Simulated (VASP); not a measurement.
# CsH (I4/mmm) in VASP: further runs, part 3 of 3

VASP 6.6.1.

## Step 5: Single point, r2SCAN (biaxial strain in the a-b plane: -6.0 %)

The input, POSCAR:

```
CsH
1.0
    2.9967200000      2.9967200000      0.0000000000
   -2.9967200000      2.9967200000      0.0000000000
    0.0000000000      0.0000000000      6.6055360000
Cs H
2 2
Direct
    0.0000000000      0.0000000000      0.0000000000
    0.5000000000      0.5000000000      0.5000000000
    0.5000000000      0.5000000000      0.0000000000
    0.0000000000      0.0000000000      0.5000000000
```

The input, INCAR.step1:

```
ALGO     = Normal         # electronic algorithm
EDIFF    = 1E-4           # SCF threshold, eV
ENCUT    = 520            # plane-wave cutoff, eV
GGA      = PE             # functional
ISMEAR   = 0              # smearing method
LASPH    = True           # aspherical terms in the spheres
LCHARG   = False          # write CHGCAR
LREAL    = False          # projectors in reciprocal space
LWAVE    = True           # write WAVECAR
NBANDS   = 18             # bands
NELM     = 100            # most SCF steps
PREC     = Accurate       # precision mode
SIGMA    = 0.02           # smearing width, eV
```

The input, INCAR.step2:

```
ALGO     = Normal         # electronic algorithm
EDIFF    = 1E-6           # SCF threshold, eV
ENCUT    = 520            # plane-wave cutoff, eV
ISIF     = 2              # what is computed and relaxed
ISMEAR   = 0              # smearing method
ISTART   = 1            
LASPH    = True           # aspherical terms in the spheres
LCHARG   = True           # write CHGCAR
LELF     = True           # ELF
LMIXTAU  = True         
LREAL    = False          # projectors in reciprocal space
LVHAR    = True         
LWAVE    = False          # write WAVECAR
METAGGA  = R2SCAN         # meta-GGA
NBANDS   = 18             # bands
NELM     = 100            # most SCF steps
PREC     = Accurate       # precision mode
SIGMA    = 0.02           # smearing width, eV
```

The input, KPOINTS:

```
k-points
0
Gamma
  6 6 4
```

Potentials or basis: VASP PAW PBE potentials, release 64 (Cs_sv, H).

Command:

```console
$ cat potpaw_PBE.64/Cs_sv/POTCAR potpaw_PBE.64/H/POTCAR > POTCAR
$ cp INCAR.step1 INCAR
$ mpirun -np 1 vasp_std > vasp.out
$ cp INCAR.step2 INCAR
$ mpirun -np 1 vasp_std > vasp.out
```

OUTCAR:

```text
EDIFF = 1E-6
   ENCUT = 520
   ISIF = 2
   ISMEAR = 0
   ISTART = 1
   LASPH = True
   LREAL = False
   METAGGA = R2SCAN
   NELM = 100
   PREC = Accurate

 ion  position               nearest neighbor table
   1  0.000  0.000  0.000-
   2  0.500  0.500  0.500-
   3  0.500  0.500  0.000-
   4  0.000  0.000  0.500-

  LATTYP: Found a simple tetragonal cell.
 ALAT       =     4.2380020666
 C/A-ratio  =     1.5586438836

  Lattice vectors:

 A1 = (   2.9967200000,   2.9967200000,   0.0000000000)
 A2 = (  -2.9967200000,   2.9967200000,   0.0000000000)
 A3 = (   0.0000000000,   0.0000000000,   6.6055360000)

Analysis of symmetry for initial positions (statically):
=====================================================================
 Subroutine PRICEL returns following result:

  LATTYP: Found a body centered tetragonal cell.
 ALAT       =     4.2380020666
 C/A-ratio  =     1.5586438836

[... 179 lines left out ...]
 number of electron      19.9999992 magnetization

 Free energy of the ion-electron system (eV)
  ---------------------------------------------------
  ext. energy  EPLUGINS =         0.00000000
  ---------------------------------------------------
  free energy    TOTEN  =       -57.86820703 eV

  energy without entropy =      -57.86820703  energy(sigma->0) =      -57.86820703

 E-fermi :   0.5213     XC(G=0):  -7.9066

 val. band max:        0.3879674450   @ k =   0.5000   0.0000   0.5000
 cond. band min:       2.8752501826   @ k =   0.5000   0.0000   0.5000
 fundamental gap:      2.4872827376
 Fermi energy:         0.5212519739

 k-point     1 :       0.0000    0.0000    0.0000
  band No.  band energies     occupation
      1     -21.7808      2.00000
      2     -21.6573      2.00000
      3      -8.7306      2.00000
      4      -7.9708      2.00000
      5      -7.9708      2.00000
      6      -7.8537      2.00000
[... 481 lines left out ...]
      5      -7.9922      2.00000
      6      -7.9922      2.00000
[... 10 lines left out ...]
     17       8.3760      0.00000
     18       8.3760      0.00000

 [... further k-points ...]
[... 5 lines left out ...]
  --------------------------------------------------------------------------------------
  -------------------------------------------------------------------------------------
  Total        1.7098797      1.7098797     -0.3848934      0.0000000     -0.0000000      0.0000000
  in kB       23.0911592     23.0911592     -5.1978124      0.0000000     -0.0000000      0.0000000
  external PRESSURE =      13.6615020 kB  Pullay stress =       0.0000000 kB

 VOLUME and BASIS-vectors are now :
 -----------------------------------------------------------------------------
  energy-cutoff  :      520.00
  volume of cell :      118.64
      direct lattice vectors                 reciprocal lattice vectors
     2.996720000  2.996720000  0.000000000     0.166849088  0.166849088  0.000000000
    -2.996720000  2.996720000  0.000000000    -0.166849088  0.166849088  0.000000000
     0.000000000  0.000000000  6.605536000     0.000000000  0.000000000  0.151388169

 POSITION                                       TOTAL-FORCE (eV/Angst)
 -----------------------------------------------------------------------------------
      0.00000      0.00000      0.00000        -0.000000      0.000000      0.000000
      0.00000      2.99672      3.30277         0.000000     -0.000000     -0.000000
      0.00000      2.99672      0.00000        -0.000000      0.000000      0.000000
      0.00000      0.00000      3.30277        -0.000000     -0.000000      0.000000
 -----------------------------------------------------------------------------------
    total drift:                               -0.000000      0.000000     -0.000000

  FREE ENERGIE OF THE ION-ELECTRON SYSTEM (eV)
  ---------------------------------------------------
  free  energy   TOTEN  =       -57.8682070303 eV

  energy  without entropy=      -57.8682070303  energy(sigma->0) =      -57.86820703
```

OSZICAR.step1:

```text
N       E                     dE             d eps       ncg     rms          rms(c)
DAV:   1     0.112255021519E+03    0.11226E+03   -0.80666E+03  1080   0.919E+02
DAV:   2    -0.222236011962E+00   -0.11248E+03   -0.10782E+03  1386   0.156E+02
DAV:   3    -0.106381394920E+02   -0.10416E+02   -0.10389E+02  1332   0.533E+01
DAV:   4    -0.107448495047E+02   -0.10671E+00   -0.10668E+00  1372   0.622E+00
DAV:   5    -0.107454177893E+02   -0.56828E-03   -0.56826E-03  1368   0.450E-01    0.552E+00
DAV:   6    -0.924821458324E+01    0.14972E+01   -0.16051E+00  1148   0.420E+00    0.237E+00
DAV:   7    -0.893746077031E+01    0.31075E+00   -0.19568E+00  1184   0.395E+00    0.959E-01
DAV:   8    -0.899797296444E+01   -0.60512E-01   -0.20741E-01  1172   0.168E+00    0.607E-01
DAV:   9    -0.897887368095E+01    0.19099E-01   -0.50420E-02  1278   0.755E-01    0.109E-01
DAV:  10    -0.897958294418E+01   -0.70926E-03   -0.80900E-03  1206   0.280E-01    0.701E-02
DAV:  11    -0.897977360437E+01   -0.19066E-03   -0.47562E-04  1174   0.102E-01    0.334E-02
DAV:  12    -0.897973110128E+01    0.42503E-04   -0.24539E-04   956   0.490E-02
   1 F= -.89797311E+01 E0= -.89797311E+01  d E =-.126795E-13
```

It took 2.5 min on 1 thread of Intel Xeon 6975P-C (Granite Rapids), shared host; peak memory 0.25 GiB.

What came out:

```yaml
Free_energy: -57.8682 eV
Pressure: 1.4 GPa
Band_gap_on_the_k_mesh: 2.49 eV
```

Levels at points of the mesh, in eV from the valence-band top:
| k point | band 8 | band 9 | band 10 | band 11 | band 12 | band 13 |
| --- | --- | --- | --- | --- | --- | --- |
| (0.00, 0.00, 0.00) | -8.10 | -1.88 | -1.45 | 3.48 | 5.32 | 5.80 |
| (0.50, 0.00, 0.00) | -8.16 | -0.31 | -0.31 | 3.72 | 3.72 | 4.13 |
| (0.50, 0.50, 0.00) | -8.53 | -1.50 | -1.50 | 3.19 | 3.19 | 6.73 |
| (0.00, 0.00, 0.50) | -8.23 | -1.31 | -1.31 | 4.17 | 4.17 | 4.46 |
| (0.50, 0.00, 0.50) | -8.16 | 0.00 | 0.00 | 2.49 | 2.49 | 4.84 |
| (0.50, 0.50, 0.50) | -8.56 | -1.18 | -1.18 | 4.53 | 4.53 | 4.53 |

Caveat: the cell differs from its parent crystal (biaxial strain in the a-b plane: -6.0 %); the PAW data sets were made with another functional, which shifts forces and pressure a little; spin-orbit coupling is left out, which moves the levels of the heavy elements. A k mesh can miss the band edges.

## Step 6: Single point, r2SCAN (biaxial strain in the a-b plane: -4.0 %)

The input, POSCAR:

```
CsH
1.0
    3.0604800000      3.0604800000      0.0000000000
   -3.0604800000      3.0604800000      0.0000000000
    0.0000000000      0.0000000000      6.5290240000
Cs H
2 2
Direct
    0.0000000000      0.0000000000      0.0000000000
    0.5000000000      0.5000000000      0.5000000000
    0.5000000000      0.5000000000      0.0000000000
    0.0000000000      0.0000000000      0.5000000000
```

The input, INCAR.step1:

```
ALGO = Normal
EDIFF = 1E-4
ENCUT = 520
GGA = PE
ISMEAR = 0
LASPH = T
LCHARG = F
LREAL = F
LWAVE = T
NBANDS = 18
NELM = 60
PREC = Accurate
SIGMA = 0.02
```

The input, INCAR.step2:

```
ALGO = Normal
EDIFF = 1E-6
ENCUT = 520
ISIF = 2
ISMEAR = 0
ISTART = 1
LASPH = T
LCHARG = F
LMIXTAU = T
LREAL = F
LWAVE = F
METAGGA = R2SCAN
NBANDS = 18
NELM = 60
PREC = Accurate
SIGMA = 0.02
```

KPOINTS is that of step 5.

Potentials or basis: VASP PAW PBE potentials, release 64 (Cs_sv, H).

Command:

```console
$ cat potpaw_PBE.64/Cs_sv/POTCAR potpaw_PBE.64/H/POTCAR > POTCAR
$ cp INCAR.step1 INCAR
$ mpirun -np 1 vasp_std > vasp.out
$ cp INCAR.step2 INCAR
$ mpirun -np 1 vasp_std > vasp.out
```

Run time: 2.5 min. Hardware: 1 thread of Intel Xeon 6975P-C (Granite Rapids), shared host; peak memory 0.25 GiB.

It converged, with:

```yaml
Free_energy: -57.9308 eV
Pressure: 0.8 GPa
Band_gap_on_the_k_mesh: 2.57 eV
```

Stress tensor (GPa, compression positive):
```
 1.38  0.00  0.00
 0.00  1.38  0.00
 0.00  0.00 -0.35
```

Levels at points of the mesh, in eV from the valence-band top:
```tsv
k point	band 7	band 8	band 9	band 10	band 11	band 12	band 13	band 14
(0.00, 0.00, 0.00)	-8.11	-8.11	-1.79	-1.34	3.50	5.46	5.79	5.79
(0.50, 0.00, 0.00)	-8.18	-8.18	-0.34	-0.34	3.73	3.73	4.29	4.29
(0.50, 0.50, 0.00)	-8.48	-8.48	-1.36	-1.36	3.31	3.31	6.51	6.51
(0.00, 0.00, 0.50)	-8.25	-8.25	-1.18	-1.18	4.23	4.23	4.60	4.60
(0.50, 0.00, 0.50)	-8.18	-8.18	0.00	0.00	2.57	2.57	4.98	4.98
(0.50, 0.50, 0.50)	-8.52	-8.52	-1.01	-1.01	4.56	4.56	4.56	4.56
```

Caveat: the cell differs from its parent crystal (biaxial strain in the a-b plane: -4.0 %); the PAW data sets were made with another functional, which shifts forces and pressure a little; spin-orbit coupling is left out, which moves the levels of the heavy elements.

## Step 7: Overview

| cell | gap on the mesh (eV) | pressure (GPa) |
| --- | --- | --- |
| a = 4.779, b = 4.779, c = 6.305 Å, 4 atoms | 2.74 | -0.7 |
| a = 4.238, b = 4.238, c = 6.443 Å, 4 atoms | 2.47 | 1.6 |
| a = 4.238, b = 4.238, c = 6.606 Å, 4 atoms | 2.49 | 1.4 |
| a = 4.328, b = 4.328, c = 6.529 Å, 4 atoms | 2.57 | 0.8 |

Alike in all rows: task single point; level r2SCAN; potentials or basis VASP PAW PBE potentials, release 64 (Cs_sv, H); no spin polarisation; k mesh 6 × 6 × 4; cutoff (eV) 520; smearing gaussian 0.02 eV.

Caveats: the PAW data sets were made with another functional, which shifts forces and pressure a little; spin-orbit coupling is left out, which moves the levels of the heavy elements.

Absolute energies hang on the potentials; compare differences alone.
